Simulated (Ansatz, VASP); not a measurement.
## One calculation of Ba, two programs

```
Ba
1.0
     0.00000    3.26011    3.26011
     3.26011    0.00000    3.26011
     3.26011    3.26011    0.00000
Ba
1
Direct
  0.00000 0.00000 0.00000
```

Alike in both runs: task single point; functional RPBE; k mesh 10 × 10 × 10; occupations fermi-dirac, width 0.1 eV; no spin polarisation.

|  | VASP | Ansatz |
| --- | --- | --- |
| version | VASP 6.6.1 | Ansatz 0.2.0 |
| potentials or method | VASP PAW PBE potentials, release 64 (Ba_sv), cutoff 520 eV | plane waves (420 eV) with PAW, scalar-relativistic |
| valence electrons in the cell | 10 | 10 |

|  | VASP | Ansatz | Ansatz less VASP |
| --- | --- | --- | --- |
| pressure (GPa) | 0.1 | 0.1 | -0.03 |

VASP's potentials were made for PBE, not for RPBE.

Spin-orbit coupling is off throughout.
